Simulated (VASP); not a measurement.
# BaO (Fm-3m) in VASP: further runs, part 2 of 2

VASP 6.6.1. Earlier steps stand in the parts before.

### Step 6. Single point, PBEsol

This run uses another cell than the first one, of 21.21 Å³/atom, 1.085 times its volume.

INCAR

```
  ALGO = Normal
  EDIFF = 1E-6
  ENCUT = 600
  GGA = PS
  GGA_COMPAT = False
  ISIF = 2
  ISMEAR = 0
  LASPH = True
  LCHARG = True
  LELF = True
  LREAL = False
  LVHAR = True
  LWAVE = False
  NBANDS = 15
  NELM = 120
  PREC = Accurate
  SIGMA = 0.01
```

KPOINTS

```
k-points
0
Gamma
  6 6 6
```

POSCAR

```
BaO
1.0
    0.0000000000      2.7682124513      2.7682124513
    2.7682124513      0.0000000000      2.7682124513
    2.7682124513      2.7682124513      0.0000000000
Ba O
1 1
Direct
    0.0000000000      0.0000000000      0.0000000000
    0.5000000000      0.5000000000      0.5000000000
```

Potentials or basis: VASP PAW PBE potentials, release 64 (Ba_sv, O).

Started as:

```bash
$ cat potpaw_PBE.64/Ba_sv/POTCAR potpaw_PBE.64/O/POTCAR > POTCAR
$ mpirun -np 1 vasp_std > vasp.out
```

OUTCAR:

```text
EDIFF = 1E-6
   ENCUT = 600
   GGA = PS
   ISIF = 2
   ISMEAR = 0
   LASPH = True
   LREAL = False
   NELM = 120
   PREC = Accurate

 ion  position               nearest neighbor table
   1  0.000  0.000  0.000-   2 2.77   2 2.77   2 2.77   2 2.77   2 2.77   2 2.77
   2  0.500  0.500  0.500-   1 2.77   1 2.77   1 2.77   1 2.77   1 2.77   1 2.77

  LATTYP: Found a face centered cubic cell.
 ALAT       =     5.5364249026

  Lattice vectors:

 A1 = (   0.0000000000,   2.7682124513,   2.7682124513)
 A2 = (   2.7682124513,   0.0000000000,   2.7682124513)
 A3 = (   2.7682124513,   2.7682124513,   0.0000000000)

Analysis of symmetry for initial positions (statically):
=====================================================================
 Subroutine PRICEL returns:
 Original cell was already a primitive cell.

 Routine SETGRP: Setting up the symmetry group for a
 face centered cubic supercell.

 Subroutine GETGRP returns: Found 48 space group operations
 (whereof 48 operations were pure point group operations)
 out of a pool of 48 trial point group operations.

The static configuration has the point symmetry O_h .

Analysis of symmetry for dynamics (positions and initial velocities):
=====================================================================
 Subroutine PRICEL returns:
 Original cell was already a primitive cell.

 Routine SETGRP: Setting up the symmetry group for a
 face centered cubic supercell.

 Subroutine GETGRP returns: Found 48 space group operations
 (whereof 48 operations were pure point group operations)
 out of a pool of 48 trial point group operations.

The dynamic configuration has the point symmetry O_h .

 Subroutine INISYM returns: Found 48 space group operations
 (whereof 48 operations are pure point group operations),
 and found     1 'primitive' translations

----------------------------------------------------------------------------------------

                                     Primitive cell

[... 110 lines left out ...]
   LEPSILON=     F    determine dielectric tensor
   LRPA    =     F    only Hartree local field effects (RPA)
 non-spin polarized calculation
 Gauss-broadening in eV      SIGMA  =   0.01
  energy-cutoff  :      600.00
  volume of cell :       42.43
 maximum number of plane-waves:      1430
   NGX = 15   NGY = 15   NGZ = 15

 number of electron      15.9999999 magnetization

 Free energy of the ion-electron system (eV)
  ---------------------------------------------------
  ext. energy  EPLUGINS =         0.00000000
  ---------------------------------------------------
  free energy    TOTEN  =       -12.40101719 eV

  energy without entropy =      -12.40101719  energy(sigma->0) =      -12.40101719

 E-fermi :   1.8277     XC(G=0):  -9.8608

 val. band max:        1.7139784177   @ k =   0.5000   0.5000   0.0000
 cond. band min:       3.5788680620   @ k =   0.5000   0.5000   0.0000
 fundamental gap:      1.8648896443
 Fermi energy:         1.8276746170

 k-point     1 :       0.0000    0.0000    0.0000
  band No.  band energies     occupation
      1     -24.1254      2.00000
      2     -13.2182      2.00000
      3      -8.6122      2.00000
      4      -8.6122      2.00000
      5      -8.6122      2.00000
      6       1.3579      2.00000
      7       1.3579      2.00000
      8       1.3579      2.00000
      9       5.0872      0.00000
     10       6.3484      0.00000
     11       6.3484      0.00000
     12       6.3484      0.00000
     13       8.6395      0.00000
     14       8.6395      0.00000
[... 257 lines left out ...]
      2     -13.5494      2.00000
      3      -9.9268      2.00000
      4      -9.4672      2.00000
      5      -8.8170      2.00000
      6       0.6292      2.00000
      7       1.4661      2.00000
      8       1.5926      2.00000
      9       4.8940      0.00000
     10       7.8355      0.00000
     11       8.3554      0.00000
     12      11.2542      0.00000
     13      11.5326      0.00000
     14      13.6594      0.00000
     15      13.9752      0.00000

------------------------ aborting loop because EDIFF is reached ----------------------------------------

  FORCE on cell =-STRESS in cart. coord.  units (eV):
  Direction    XX          YY          ZZ          XY          YZ          ZX
  --------------------------------------------------------------------------------------
  -------------------------------------------------------------------------------------
  Total       -0.0553546     -0.0553546     -0.0553546      0.0000000      0.0000000     -0.0000000
  in kB       -2.0904321     -2.0904321     -2.0904321      0.0000000      0.0000000     -0.0000000
  external PRESSURE =      -2.0904321 kB  Pullay stress =       0.0000000 kB

 VOLUME and BASIS-vectors are now :
 -----------------------------------------------------------------------------
  energy-cutoff  :      600.00
  volume of cell :       42.43
      direct lattice vectors                 reciprocal lattice vectors
     0.000000000  2.768212451  2.768212451    -0.180621975  0.180621975  0.180621975
     2.768212451  0.000000000  2.768212451     0.180621975 -0.180621975  0.180621975
     2.768212451  2.768212451  0.000000000     0.180621975  0.180621975 -0.180621975

 POSITION                                       TOTAL-FORCE (eV/Angst)
 -----------------------------------------------------------------------------------
      0.00000      0.00000      0.00000         0.000000     -0.000000      0.000000
      2.76821      2.76821      2.76821        -0.000000      0.000000     -0.000000
 -----------------------------------------------------------------------------------
    total drift:                                0.000000     -0.000000      0.000000

  FREE ENERGIE OF THE ION-ELECTRON SYSTEM (eV)
  ---------------------------------------------------
  free  energy   TOTEN  =       -12.4010171949 eV

  energy  without entropy=      -12.4010171949  energy(sigma->0) =      -12.40101719
```

Run time: 6.3 s. Hardware: 1 thread of Intel Xeon 6975P-C (Granite Rapids), shared host; peak memory 0.17 GiB.

What came out:

```yaml
Free_energy: -12.4010 eV
Pressure: -0.2 GPa
Band_gap_on_the_k_mesh: 1.86 eV, direct
```

Caveat: the PAW data sets were made with another functional, which shifts forces and pressure a little; spin-orbit coupling is left out, which moves the levels of the heavy elements. A k mesh can miss the band edges.

### Step 7. The runs side by side

| cell | gap on the mesh (eV) | pressure (GPa) |
| --- | --- | --- |
| a = 3.810 Å, angles 60.0°, 2 atoms | 1.53 | 7.3 |
| a = 3.837 Å, angles 60.0°, 2 atoms | 1.62 | 5.1 |
| a = 3.863 Å, angles 60.0°, 2 atoms | 1.71 | 3.1 |
| a = 3.889 Å, angles 60.0°, 2 atoms | 1.79 | 1.4 |
| a = 3.915 Å, angles 60.0°, 2 atoms | 1.86 | -0.2 |

Alike in all rows: task single point; level PBEsol; potentials or basis VASP PAW PBE potentials, release 64 (Ba_sv, O); no spin polarisation; k mesh 6 × 6 × 6; cutoff (eV) 600; smearing gaussian 0.01 eV.

Caveats: the PAW data sets were made with another functional, which shifts forces and pressure a little; spin-orbit coupling is left out, which moves the levels of the heavy elements.

Absolute energies hang on the potentials; compare differences alone.
